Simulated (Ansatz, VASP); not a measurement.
**V: VASP beside Ansatz**

Contents of INCAR:

```
SYSTEM = V
ALGO = Normal ; EDIFF = 1E-6
EDIFFG = -0.005 ; ENCUT = 600
GGA = PE ; IBRION = 2
ISIF = 3 ; ISMEAR = -1
ISPIN = 2 ; LASPH = .TRUE.
LCHARG = .FALSE. ; LMAXMIX = 4
LORBIT = 11 ; LREAL = .FALSE.
LWAVE = .FALSE. ; MAGMOM = 1.5
NELM = 150 ; NSW = 100
PREC = Accurate ; SIGMA = 0.05
```

Contents of KPOINTS:

```
k-points
0
G
  15 15 15
  0 0 0
```

POSCAR

```
V
1.0
    0.0000000000      1.9442426514      1.9442426514
    1.9442426514      0.0000000000      1.9442426514
    1.9442426514      1.9442426514      0.0000000000
V
1
Direct
    0.0000000000      0.0000000000      0.0000000000
```

Input for Ansatz:

```yaml
crystal:
  lattice:
    - [0.0, 1.9442426514, 1.9442426514]
    - [1.9442426514, 0.0, 1.9442426514]
    - [1.9442426514, 1.9442426514, 0.0]
  atoms:
    - { symbol: V, position: [0.0, 0.0, 0.0], spin: 1.5 }
magnetization:
  spin_polarized: true
kpoints:
  mp_grid: { grid: [15, 15, 15] }
scf:
  occupations: { method: fermi_dirac, width: 0.05 }
hamiltonian:
  xc: pbe
  pseudopotentials: { kind: paw }
output:
  forces: true
  stress: true
  efg: { contact_densities: true }
relax:
  f_tol: 0.005
  max_steps: 80
  cell: {}
```

Alike in both runs: task relaxation of cell and atoms; functional PBE; k mesh 15 × 15 × 15; occupations fermi-dirac, width 0.05 eV; collinear spin.

```csv
,VASP,Ansatz
version,VASP 6.6.1,Ansatz 0.2.0
potentials or method,"VASP PAW PBE potentials, release 64 (V_sv)","PAW with Ansatz's default frozen-core files, scalar-relativistic"
plane-wave cutoff (eV),600,420
valence electrons in the cell,13,13
```

|  | VASP | Ansatz | Ansatz less VASP |
| --- | --- | --- | --- |
| net moment per atom (μB) | 0.00 | 0.00 | 0.000 |
| relaxed volume (Å³/atom) | 13.91 | 13.90 | -0.009 |
| relaxed length of the cell vector where the two differ most in proportion (Å) | 2.699 | 2.699 | -0.0006 |

Ansatz's warnings: seeded moment not kept.
